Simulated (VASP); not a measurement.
Write the native input for VASP 6.6.1 that does the following.

| Property | Result |
| --- | --- |
| Task | single point |
| Functional | PBE |
| Potentials or basis | VASP PAW PBE potentials, release 64 (Cu, H) |
| Cutoff | 520 eV |
| k mesh | 6 × 6 × 6 |
| Occupations | gaussian, width 0.1 eV |
| Spin | no spin polarisation |
| Dipole correction | no |
| Further INCAR settings | ALGO = Normal; EDIFF = 1e-06; NBANDS = 20 |

The structure of Cu2H3 lies in POSCAR:

```
Cu2H3
1.0
    3.6391630171      0.0000000000      0.0000000000
    0.0000000000      3.6391630171      0.0000000000
    0.0000000000      0.0000000000      3.2142274001
Cu H
2 3
Direct
    0.0000000000      0.5000000000      0.5000000000
    0.5000000000      0.0000000000      0.5000000000
    0.0000000000      0.5000000000      0.0000000000
    0.5000000000      0.0000000000      0.0000000000
    0.5000000000      0.5000000000      0.5000000000
```

The cell was generated, and may not be a known phase.

These files were run (other wordings do the same):

INCAR

```
SYSTEM = Cu2H3
ALGO = Normal
EDIFF = 1E-6
ENCUT = 520
GGA = PE
ISIF = 2
ISMEAR = 0
LASPH = .True.
LCHARG = .True.
LELF = .True.
LREAL = .False.
LVHAR = .True.
LWAVE = .False.
NBANDS = 20
NELM = 60
PREC = Accurate
SIGMA = 0.1
```

KPOINTS

```
k-points
0
Gamma
  6 6 6
  0 0 0
```

Potentials or basis: VASP PAW PBE potentials, release 64 (Cu, H).

Launch:

```bash
$ cat potpaw_PBE.64/Cu/POTCAR potpaw_PBE.64/H/POTCAR > POTCAR
$ mpirun -np 1 vasp_std > vasp.out
```

It gave:

```json
{
  "Pressure": "0.4 GPa",
  "Band gap on the k mesh": "zero (an odd number of electrons rules out a gap without spin polarisation)"
}
```

Wall time 14 s on 1 thread of Intel(R) Xeon(R) 6975P-C (Granite Rapids), on a shared host, peak memory 0.16 GiB.
